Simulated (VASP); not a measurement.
Here is a VASP 6.6.1 calculation.

The input INCAR:

```
PREC = Accurate
ENCUT = 520
EDIFF = 1E-6
ISMEAR = 0
SIGMA = 0.1
LREAL = F
LASPH = T
NELM = 80
ALGO = Fast
ISIF = 2
LWAVE = F
LCHARG = F
GGA = PE
NBANDS = 44
```

The input KPOINTS:

```
regular mesh
0
Gamma
  9 9 8
```

File POSCAR:

```
CoSn
1.0
    5.3490557641      0.0000000000      0.0000000000
   -2.6745278820      4.6324181779      0.0000000000
    0.0000000000      0.0000000000      4.2721302319
Co Sn
3 3
Direct
    0.0000000000      0.5000000000      0.0000000000
    0.5000000000      0.5000000000      0.0000000000
    0.5000000000      0.0000000000      0.0000000000
    0.6666666667      0.3333333333      0.5000000000
    0.3333333333      0.6666666667      0.5000000000
    0.0000000000      0.0000000000      0.0000000000
```

Potentials or basis: VASP PAW PBE potentials, release 64 (Co, Sn_d).

Run with:

```sh
$ cat potpaw_PBE.64/Co/POTCAR potpaw_PBE.64/Sn_d/POTCAR > POTCAR
$ mpirun -np 1 vasp_std > vasp.out
```

Question: Predict the band gap on the k mesh.

Answer: Zero (an odd number of electrons rules out a gap without spin polarisation).

Question: What does it give for the pressure?

Answer: -3.6 GPa.

Caveat: the cell stands under tension; spin-orbit coupling is left out, which moves the levels of the heavy elements; the run has no spin polarisation, though such a crystal can be magnetic. Spin polarisation is off, so any magnetic state and its effect on volume and gap are missing.
